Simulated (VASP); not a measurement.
# CaO (Lime) (Fm-3m) in VASP: a series of runs

Runs on CaO (Lime). Level: PBE. Tasks: single point.

Program: VASP 6.6.1. These are calculated values, not measurements. Logs are shortened: lines on timing, memory, paths and dates and some standing lists are left out, and cuts for length are marked.

**1. The cell of the first run**

The structure is cubic, space group Fm-3m (No. 225). Conventional cell: a = 4.715 Å, b = 4.715 Å, c = 4.715 Å, α = 90.00°, β = 90.00°, γ = 90.00°. Ca (site symmetry m-3m) has 6 O at 2.36 Å within 3.1 Å. O (site symmetry m-3m) has 6 Ca at 2.36 Å within 3.1 Å.

**2. Single point, PBE**

INCAR reads:

```
PREC     = Accurate       # precision mode
ENCUT    = 520            # plane-wave cutoff, eV
EDIFF    = 1E-6           # SCF threshold, eV
ISMEAR   = 0              # smearing method
SIGMA    = 0.01           # smearing width, eV
LREAL    = False          # projectors in reciprocal space
LASPH    = True           # aspherical terms in the spheres
NELM     = 100            # most SCF steps
ALGO     = Normal         # electronic algorithm
ISIF     = 2              # what is computed and relaxed
LWAVE    = False          # write WAVECAR
LCHARG   = False          # write CHGCAR
GGA      = PE             # functional
NBANDS   = 15             # bands
```

KPOINTS reads:

```
regular mesh
0
Gamma
  7 7 7
```

POSCAR reads:

```
CaO
1.0
    0.0000000000      2.3573739706      2.3573739706
    2.3573739706      0.0000000000      2.3573739706
    2.3573739706      2.3573739706      0.0000000000
Ca O
1 1
Direct
    0.0000000000      0.0000000000      0.0000000000
    0.5000000000      0.5000000000      0.5000000000
```

Potentials or basis: VASP PAW PBE potentials, release 64 (Ca_sv, O).

Run with:

```
$ cat potpaw_PBE.64/Ca_sv/POTCAR potpaw_PBE.64/O/POTCAR > POTCAR
$ mpirun -np 1 vasp_std > vasp.out
```

OUTCAR:

```text
PREC = Accurate
   ENCUT = 520
   EDIFF = 1E-6
   ISMEAR = 0
   LREAL = False
   LASPH = True
   NELM = 100
   ISIF = 2
   GGA = PE

 ion  position               nearest neighbor table
   1  0.000  0.000  0.000-   2 2.36   2 2.36   2 2.36   2 2.36   2 2.36   2 2.36
   2  0.500  0.500  0.500-   1 2.36   1 2.36   1 2.36   1 2.36   1 2.36   1 2.36

  LATTYP: Found a face centered cubic cell.
 ALAT       =     4.7147479412

  Lattice vectors:

 A1 = (   0.0000000000,   2.3573739706,   2.3573739706)
 A2 = (   2.3573739706,   0.0000000000,   2.3573739706)
 A3 = (   2.3573739706,   2.3573739706,   0.0000000000)

Analysis of symmetry for initial positions (statically):
=====================================================================
 Subroutine PRICEL returns:
 Original cell was already a primitive cell.

 Routine SETGRP: Setting up the symmetry group for a
 face centered cubic supercell.

 Subroutine GETGRP returns: Found 48 space group operations
 (whereof 48 operations were pure point group operations)
 out of a pool of 48 trial point group operations.

The static configuration has the point symmetry O_h .

Analysis of symmetry for dynamics (positions and initial velocities):
=====================================================================
 Subroutine PRICEL returns:
 Original cell was already a primitive cell.

 Routine SETGRP: Setting up the symmetry group for a
 face centered cubic supercell.

 Subroutine GETGRP returns: Found 48 space group operations
 (whereof 48 operations were pure point group operations)
 out of a pool of 48 trial point group operations.

The dynamic configuration has the point symmetry O_h .

 Subroutine INISYM returns: Found 48 space group operations
 (whereof 48 operations are pure point group operations),
 and found     1 'primitive' translations

----------------------------------------------------------------------------------------

                                     Primitive cell

  volume of cell :      26.2009

  direct lattice vectors                    reciprocal lattice vectors
     0.000000000  2.357373971  2.357373971    -0.212100416  0.212100416  0.212100416
     2.357373971  0.000000000  2.357373971     0.212100416 -0.212100416  0.212100416
     2.357373971  2.357373971  0.000000000     0.212100416  0.212100416 -0.212100416

  length of vectors
     3.333830241  3.333830241  3.333830241     0.367368697  0.367368697  0.367368697

  position of ions in fractional coordinates (direct lattice)
     0.000000000  0.000000000  0.000000000
     0.500000000  0.500000000  0.500000000

  ion indices of the primitive-cell ions
   primitive index   ion index
                 1           1
                 2           2

----------------------------------------------------------------------------------------

 KPOINTS: regular mesh

Automatic generation of k-mesh.
 Grid dimensions read from file:
 generate k-points for:    7    7    7

 Generating k-lattice:

  Cartesian coordinates                     Fractional coordinates (reciprocal lattice)
    -0.030300059  0.030300059  0.030300059     0.142857143  0.000000000  0.000000000
     0.030300059 -0.030300059  0.030300059     0.000000000  0.142857143  0.000000000
     0.030300059  0.030300059 -0.030300059     0.000000000  0.000000000  0.142857143

  Length of vectors
     0.052481242  0.052481242  0.052481242

  Shift w.r.t. Gamma in fractional coordinates (k-lattice)
     0.000000000  0.000000000  0.000000000

 Subroutine IBZKPT returns following result:
 ===========================================

 Found     20 irreducible k-points:

 Following reciprocal coordinates:
            Coordinates               Weight
  0.000000  0.000000  0.000000      1.000000
  0.142857  0.000000  0.000000      8.000000
  0.285714  0.000000  0.000000      8.000000
  0.428571  0.000000  0.000000      8.000000
  0.142857  0.142857  0.000000      6.000000
  0.285714  0.142857  0.000000     24.000000
[... 12 lines left out ...]
 -0.428571  0.428571  0.142857     24.000000
 -0.285714  0.428571  0.142857     24.000000
   k-points           NKPTS =     20   k-points in BZ     NKDIM =     20   number of bands    NBANDS=     15
   number of dos      NEDOS =    301   number of ions     NIONS =      2
   total plane-waves  NPLWV =  21952
   dimension x,y,z NGX =    28 NGY =   28 NGZ =   28
   dimension x,y,z NGXF=    56 NGYF=   56 NGZF=   56
   ions per type =               1   1
   NGX,Y,Z   is equivalent  to a cutoff of  13.96, 13.96, 13.96 a.u.
   NGXF,Y,Z  is equivalent  to a cutoff of  27.93, 27.93, 27.93 a.u.
 SYSTEM =  unknown system
   PREC   = accura    normal or accurate (medium, high low for compatibility)
   ISTART =      0    job   : 0-new  1-cont  2-samecut
   ICHARG =      2    charge: 1-file 2-atom 10-const
   ISPIN  =      1    spin polarized calculation?
   LNONCOLLINEAR =      F non collinear calculations
   LSORBIT =      F    spin-orbit coupling
   LASPH  =      T    aspherical Exc in radial PAW
   ENCUT  =  520.0 eV  38.22 Ry    6.18 a.u.   6.20  6.20  6.20*2*pi/ulx,y,z
   NELM   =    100;   NELMIN=  2; NELMDL= -5     # of ELM steps
   EDIFF  = 0.1E-05   stopping-criterion for ELM
   LREAL  =      F    real-space projection
   EDIFFG = 0.1E-04   stopping-criterion for IOM
   NSW    =      0    number of steps for IOM
   IBRION =     -1    ionic relax: 0-MD 1-quasi-New 2-CG
   NFREE  =      0    steps in history (QN), initial steepest desc. (CG)
   ISIF   =      2    stress and relaxation
   ISYM   =      2    0-nonsym 1-usesym 2-fastsym
   POTIM  = 0.5000    time-step for ionic-motion
   TEBEG  =    0.0;   TEEND  =   0.0 temperature during run
   PSTRESS=    0.0 pullay stress
   NELECT =      16.0000    total number of electrons
   NUPDOWN=      -1.0000    fix difference up-down
   EMIN   =  10.00;   EMAX   =-10.00  energy-range for DOS
   EFERMI =   0.00;   METHOD = LEGACY
   ISMEAR =     0;   SIGMA  =   0.01  broadening in eV -4-tet -1-fermi 0-gaus
   EFERMI_NEDOS =   21; number of points for ismear=-14 and -15
   IALGO  =     38    algorithm
   IMIX   =      4    mixing-type and parameters
     AMIX     =   0.40;   BMIX     =  1.00
     AMIX_MAG =   1.60;   BMIX_MAG =  1.00
  volume/ion in A,a.u.               =      13.10        88.41
  Fermi-wavevector in a.u.,A,eV,Ry     =   1.388917  2.624673 26.246875  1.929091
  Thomas-Fermi vector in A             =   2.512998
   LORBIT       =      0    0 simple, 1 ext, 2 COOP (PROOUT), +10 PAW based schemes
   GGA     = PE    functional components
   LHFCALC =     F    Hartree Fock is set to
   AEXX    =    0.0000 exact exchange contribution
   IVDW    =     0    specifies the selected vdW correction
   LEPSILON=     F    determine dielectric tensor
   LRPA    =     F    only Hartree local field effects (RPA)
 non-spin polarized calculation
 Gauss-broadening in eV      SIGMA  =   0.01
  energy-cutoff  :      520.00
  volume of cell :       26.20
 maximum number of plane-waves:       725
 NGX is ok and might be reduce to    28
   NGX = 13   NGY = 13   NGZ = 13

 number of electron      15.9999999 magnetization

 Free energy of the ion-electron system (eV)
  ---------------------------------------------------
  ext. energy  EPLUGINS =         0.00000000
  ---------------------------------------------------
  free energy    TOTEN  =       -12.74270263 eV

  energy without entropy =      -12.74270263  energy(sigma->0) =      -12.74270263

 E-fermi :   2.8606     XC(G=0): -10.7604

 val. band max:        2.6893825117   @ k =   0.0000   0.0000   0.0000
 cond. band min:       6.3978647547   @ k =   0.4286   0.4286   0.0000
 fundamental gap:      3.7084822430
 Fermi energy:         2.8605958806

 k-point     1 :       0.0000    0.0000    0.0000
  band No.  band energies     occupation
      1     -34.7188      2.00000
      2     -15.4353      2.00000
      3     -15.4353      2.00000
      4     -15.4353      2.00000
      5     -12.9568      2.00000
      6       2.6894      2.00000
      7       2.6894      2.00000
      8       2.6894      2.00000
      9       7.8876      0.00000
     10       9.0515      0.00000
     11       9.0515      0.00000
     12       9.0515      0.00000
     13      10.6587      0.00000
     14      10.6587      0.00000
     15      18.1243      0.00000

 k-point     2 :       0.1429    0.0000    0.0000
  band No.  band energies     occupation
      1     -34.6940      2.00000
      2     -15.7921      2.00000
      3     -15.4471      2.00000
      4     -15.4471      2.00000
      5     -12.5904      2.00000
      6       1.9961      2.00000
      7       2.3920      2.00000
      8       2.3920      2.00000
      9       8.7475      0.00000
     10       9.0356      0.00000
     11       9.4191      0.00000
     12       9.4191      0.00000
     13      11.1786      0.00000
     14      11.1786      0.00000
     15      18.9158      0.00000

 k-point     3 :       0.2857    0.0000    0.0000
  band No.  band energies     occupation
      1     -34.6378      2.00000
      2     -16.3934      2.00000
      3     -15.4733      2.00000
      4     -15.4733      2.00000
      5     -11.9645      2.00000
      6       0.8022      2.00000
      7       1.8169      2.00000
      8       1.8169      2.00000
      9       9.2323      0.00000
     10      10.3408      0.00000
     11      10.3408      0.00000
     12      10.4748      0.00000
     13      12.3474      0.00000
     14      12.3474      0.00000
     15      19.0250      0.00000
[... 271 lines left out ...]
 k-point    19 :      -0.4286    0.4286    0.1429
  band No.  band energies     occupation
      1     -34.5522      2.00000
      2     -16.1939      2.00000
      3     -15.7841      2.00000
      4     -15.7837      2.00000
      5     -12.3295      2.00000
      6       1.2632      2.00000
      7       1.7321      2.00000
      8       1.9697      2.00000
      9       7.5248      0.00000
     10      10.9467      0.00000
     11      11.5229      0.00000
     12      12.4627      0.00000
     13      12.6282      0.00000
     14      15.3832      0.00000
     15      17.6060      0.00000

 k-point    20 :      -0.2857    0.4286    0.1429
  band No.  band energies     occupation
      1     -34.5480      2.00000
      2     -16.1639      2.00000
      3     -15.9744      2.00000
      4     -15.7339      2.00000
      5     -12.1626      2.00000
      6       1.1768      2.00000
      7       1.5717      2.00000
      8       1.6991      2.00000
      9       8.7327      0.00000
     10       9.8401      0.00000
     11      11.5954      0.00000
     12      12.3953      0.00000
     13      13.1128      0.00000
     14      17.0849      0.00000
     15      17.2051      0.00000

------------------------ aborting loop because EDIFF is reached ----------------------------------------

  FORCE on cell =-STRESS in cart. coord.  units (eV):
  Direction    XX          YY          ZZ          XY          YZ          ZX
  --------------------------------------------------------------------------------------
  -------------------------------------------------------------------------------------
  Total        1.5970238      1.5970238      1.5970238      0.0000000      0.0000000     -0.0000000
  in kB       97.6577102     97.6577102     97.6577102      0.0000000      0.0000000     -0.0000000
  external PRESSURE =      97.6577102 kB  Pullay stress =       0.0000000 kB

 VOLUME and BASIS-vectors are now :
 -----------------------------------------------------------------------------
  energy-cutoff  :      520.00
  volume of cell :       26.20
      direct lattice vectors                 reciprocal lattice vectors
     0.000000000  2.357373971  2.357373971    -0.212100416  0.212100416  0.212100416
     2.357373971  0.000000000  2.357373971     0.212100416 -0.212100416  0.212100416
     2.357373971  2.357373971  0.000000000     0.212100416  0.212100416 -0.212100416

 POSITION                                       TOTAL-FORCE (eV/Angst)
 -----------------------------------------------------------------------------------
      0.00000      0.00000      0.00000        -0.000000     -0.000000      0.000000
      2.35737      2.35737      2.35737         0.000000      0.000000     -0.000000
 -----------------------------------------------------------------------------------
    total drift:                                0.000000      0.000000      0.000000

  FREE ENERGIE OF THE ION-ELECTRON SYSTEM (eV)
  ---------------------------------------------------
  free  energy   TOTEN  =       -12.7427026318 eV

  energy  without entropy=      -12.7427026318  energy(sigma->0) =      -12.74270263
```

It took 9 s on 1 thread of Intel Xeon 8259CL, shared host; peak memory 0.16 GiB.

What came out:

```
Free energy            : -12.7427 eV
Pressure               : 9.8 GPa
Band gap on the k mesh : 3.71 eV, indirect (least direct gap 4.07 eV)
```

Levels at points of the mesh, in eV from the valence-band top:
```csv
k point,band 5,band 6,band 7,band 8,band 9,band 10,band 11,band 12
"(0.00, 0.00, 0.00)",-15.65,0.00,0.00,0.00,5.20,6.36,6.36,6.36
```

A k mesh can miss the band edges.

**3. Single point, PBE**

This run uses another cell than the first one, of 13.52 Å³/atom, 1.032 times its volume.

INCAR reads:

```
PREC = Accurate
ENCUT = 520
EDIFF = 1E-6
ISMEAR = 0
SIGMA = 0.01
LREAL = False
LASPH = True
NELM = 80
ALGO = Normal
ISIF = 2
LWAVE = False
LCHARG = False
GGA = PE
NBANDS = 15
```

KPOINTS is that of step 2.

POSCAR reads:

```
CaO
1.0
    0.0000000000      2.3821902571      2.3821902571
    2.3821902571      0.0000000000      2.3821902571
    2.3821902571      2.3821902571      0.0000000000
Ca O
1 1
Direct
    0.0000000000      0.0000000000      0.0000000000
    0.5000000000      0.5000000000      0.5000000000
```

Potentials or basis: VASP PAW PBE potentials, release 64 (Ca_sv, O).

Run with:

```
$ cat potpaw_PBE.64/Ca_sv/POTCAR potpaw_PBE.64/O/POTCAR > POTCAR
$ mpirun -np 1 vasp_std > vasp.out
```

Run time: 9.6 s. Hardware: 1 thread of Intel Xeon 8259CL, shared host; peak memory 0.16 GiB.

The run converged. Its results:

```yaml
Free_energy: -12.7831 eV
Pressure: 5.4 GPa
Band_gap_on_the_k_mesh: 3.72 eV, indirect (least direct gap 4.09 eV)
```

Levels at points of the mesh, in eV from the valence-band top:
```tsv
k point	band 4	band 5	band 6	band 7	band 8	band 9	band 10	band 11	band 12	band 13
(0.00, 0.00, 0.00)	-18.27	-15.58	0.00	0.00	0.00	4.93	6.29	6.29	6.29	7.84
```

A k mesh can miss the band edges. Expect the measured gap to be larger: semilocal functionals such as PBE lack the derivative discontinuity.
